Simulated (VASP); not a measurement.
A run of VASP 6.6.1:

The input INCAR:

```
SYSTEM = BaZrO3
PREC     = Accurate       ! precision mode
ENCUT    = 520            ! plane-wave cutoff, eV
EDIFF    = 1E-7           ! SCF threshold, eV
ISMEAR   = 0              ! smearing method
SIGMA    = 0.02           ! smearing width, eV
LREAL    = .FALSE.        ! projectors in reciprocal space
LASPH    = .TRUE.         ! aspherical terms in the spheres
NELM     = 100            ! most SCF steps
ALGO     = Normal         ! electronic algorithm
ISIF     = 2              ! what is computed and relaxed
LWAVE    = .FALSE.        ! write WAVECAR
LCHARG   = .FALSE.        ! write CHGCAR
GGA      = PE             ! functional
NBANDS   = 28             ! bands
```

The input KPOINTS:

```
Automatic mesh
0
G
  6 6 6
  0 0 0
```

POSCAR

```
BaZrO3
1.0
    4.3100692425      0.0000000000      0.0000000000
    0.0000000000      4.3100692425      0.0000000000
    0.0000000000      0.0000000000      4.3100692425
Ba Zr O
1 1 3
Direct
    0.0000000000      0.0000000000      0.0000000000
    0.5000000000      0.5000000000      0.5000000000
    0.0000000000      0.5000000000      0.5000000000
    0.5000000000      0.0000000000      0.5000000000
    0.5000000000      0.5000000000      0.0000000000
```

Potentials or basis: VASP PAW PBE potentials, release 64 (Ba_sv, Zr_sv, O).

Launch:

```sh
$ cat potpaw_PBE.64/Ba_sv/POTCAR potpaw_PBE.64/Zr_sv/POTCAR potpaw_PBE.64/O/POTCAR > POTCAR
$ mpirun -np 1 vasp_std > vasp.out
```

Hardware: 1 thread of Intel(R) Xeon(R) 6975P-C (Granite Rapids), with other jobs on the host.

Q: Estimate the wall time of this run.

A: It took 28 s on 1 thread of Intel(R) Xeon(R) 6975P-C (Granite Rapids), on a shared host, peak memory 0.19 GiB. Counts: scf iterations 15, k points 20.
